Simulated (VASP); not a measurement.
Here is a VASP 6.6.1 calculation.

POSCAR

```
PtS2
1.0
    3.5689661661      0.0000000000      0.0000000000
   -1.7844830830      3.0908153651      0.0000000000
    0.0000000000      0.0000000000      5.1463956273
Pt S
1 2
Direct
    0.0000000000      0.0000000000      0.0000000000
    0.3333333333      0.6666666667      0.2367588620
    0.6666666667      0.3333333333      0.7632411380
```

Contents of INCAR.step1:

```
  ALGO = Normal
  EDIFF = 1E-4
  ENCUT = 520
  GGA = PE
  ISMEAR = 0
  LASPH = T
  LCHARG = F
  LREAL = F
  LWAVE = T
  NBANDS = 18
  NELM = 80
  PREC = Accurate
  SIGMA = 0.01
```

The input INCAR.step2:

```
  ALGO = Normal
  EDIFF = 1E-6
  ENCUT = 520
  ISIF = 2
  ISMEAR = 0
  ISTART = 1
  LASPH = T
  LCHARG = F
  LMIXTAU = T
  LREAL = F
  LWAVE = F
  METAGGA = R2SCAN
  NBANDS = 18
  NELM = 80
  PREC = Accurate
  SIGMA = 0.01
```

Contents of KPOINTS:

```
k-points
0
Gamma
  12 12 6
```

Potentials or basis: VASP PAW PBE potentials, release 64 (Pt, S).

Command:

```console
$ cat potpaw_PBE.64/Pt/POTCAR potpaw_PBE.64/S/POTCAR > POTCAR
$ cp INCAR.step1 INCAR
$ mpirun -np 1 vasp_std > vasp.out
$ cp INCAR.step2 INCAR
$ mpirun -np 1 vasp_std > vasp.out
```

Q: Predict the pressure.

A: 0.2 GPa.

Q: What does it give for the largest force?

A: 0.048 eV/Å.

Forces in eV/Å, atoms in the order of the input:
```
Pt   0.000  0.000  0.000
S    0.000  0.000 -0.048
S    0.000  0.000  0.048
```

Caveat: the cell differs from its parent crystal (strain +0.5%); the PAW data sets were made with another functional, which shifts forces and pressure a little.
